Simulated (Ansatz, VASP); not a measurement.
## Si2Mo in VASP and in Ansatz

```
CELL_PARAMETERS angstrom
-1.61486 1.61486 3.95226
1.61486 -1.61486 3.95226
1.61486 1.61486 -3.95226
ATOMIC_POSITIONS crystal
Si 0.33510 0.33510 0.00000
Si 0.66490 0.66490 0.00000
Mo 0.00000 0.00000 0.00000
```

Alike in both runs: task relaxation of cell and atoms; functional PBE; k mesh 18 × 18 × 18; occupations gaussian, width 0.1 eV; no spin polarisation.

|  | VASP | Ansatz |
| --- | --- | --- |
| version | VASP 6.6.1 | Ansatz 0.2.0 |
| potentials or method | VASP PAW PBE potentials, release 64 (Si, Mo_sv), cutoff 600 eV | scalar-relativistic, all-electron LAPW |

```tsv
	VASP	Ansatz	Ansatz less VASP
gap on the k mesh at the Fermi level, each at its own relaxed structure (eV)	none	none	-
relaxed volume (Å³/atom)	13.58	13.58	-0.002
relaxed length of the cell vector where the two differ most in proportion (Å)	4.547	4.547	-0.0002
```

A gap of «none» marks a metal or a gap that the smearing closes. Ansatz ran all-electron here, and VASP with PAW potentials.
